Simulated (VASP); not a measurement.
Here is a VASP 6.6.1 calculation.

File POSCAR:

```
Si
1.0
    0.0000000000      2.7219899056      2.7219899056
    2.7219899056      0.0000000000      2.7219899056
    2.7219899056      2.7219899056      0.0000000000
Si
2
Direct
    0.0000000000      0.0000000000      0.0000000000
    0.2500000000      0.2500000000      0.2500000000
```

INCAR.step1

```
SYSTEM = Si
ALGO = Normal
EDIFF = 1E-5
ENCUT = 550
GGA = PE
GGA_COMPAT = .FALSE.
ISMEAR = 0
LASPH = .TRUE.
LCHARG = .FALSE.
LREAL = .FALSE.
LWAVE = .TRUE.
NBANDS = 11
NELM = 120
PREC = Accurate
SIGMA = 0.02
```

Contents of INCAR.step2:

```
SYSTEM = Si
ALGO = Normal
EDIFF = 1E-6
ENCUT = 550
GGA_COMPAT = .FALSE.
ISIF = 2
ISMEAR = 0
ISTART = 1
LASPH = .TRUE.
LCHARG = .TRUE.
LELF = .TRUE.
LMIXTAU = .TRUE.
LREAL = .FALSE.
LVHAR = .TRUE.
LWAVE = .FALSE.
METAGGA = R2SCAN
NBANDS = 11
NELM = 120
PREC = Accurate
SIGMA = 0.02
```

KPOINTS

```
k-points
0
G
  8 8 8
  0 0 0
```

Potentials or basis: VASP PAW PBE potentials, release 64 (Si).

The run is started by

```console
$ cat potpaw_PBE.64/Si/POTCAR > POTCAR
$ cp INCAR.step1 INCAR
$ mpirun -np 1 vasp_std > vasp.out
$ cp INCAR.step2 INCAR
$ mpirun -np 1 vasp_std > vasp.out
```

(1) What does it give for the band gap on the k mesh?

(2) What does it give for the pressure?

Results:

(1) 0.83 eV (least direct gap 2.75 eV).

(2) -0.2 GPa.

Caveat: the PAW data sets were made with another functional, which shifts forces and pressure a little.
